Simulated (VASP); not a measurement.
Wanted: the native input for a VASP 6.6.1 run.

```
Task                   : single point
Functional             : LDA
Potentials or basis    : VASP PAW LDA potentials, release 64 (Ge_d)
Cutoff                 : 520 eV
k mesh                 : 6 × 6 × 6
Occupations            : gaussian, width 0.15 eV
Spin                   : no spin polarisation
Dipole correction      : no
Further INCAR settings : ALGO = Normal; EDIFF = 1e-06; NBANDS = 36
```

The structure of Ge lies in POSCAR:

```
Ge
1.0
    0.0000000000      2.9361561067      5.2050345314
    2.6764568667      0.0000000000      5.2050345314
    2.6764568667      2.9361561067      0.0000000000
Ge
4
Direct
    0.7818700000      0.7818700000      0.2181300000
    0.2181300000      0.2181300000      0.7818700000
    0.2735100000      0.7264900000      0.2735100000
    0.7264900000      0.2735100000      0.7264900000
```

The input as run:

INCAR

```
PREC = Accurate ; ENCUT = 520
EDIFF = 1E-6 ; ISMEAR = 0
SIGMA = 0.15 ; LREAL = False
LASPH = True ; NELM = 80
ALGO = Normal ; ISIF = 2
LWAVE = False ; LCHARG = False
NBANDS = 36
```

KPOINTS

```
Automatic mesh
0
Gamma
  6 6 6
```

Potentials or basis: VASP PAW LDA potentials, release 64 (Ge_d).

Run with:

```console
$ cat potpaw_LDA.64/Ge_d/POTCAR > POTCAR
$ mpirun -np 1 vasp_std > vasp.out
```

Results of the run:

The pressure is -7.7 GPa and the largest force is 0.042 eV/Å. The band gap on the k mesh is zero (band 28 reaches 6.78 eV, above the bottom of band 29 at 3.80 eV).

It took 58 s on 1 thread of Intel(R) Xeon(R) 6975P-C (Granite Rapids) (shared host), peak memory 0.25 GiB.
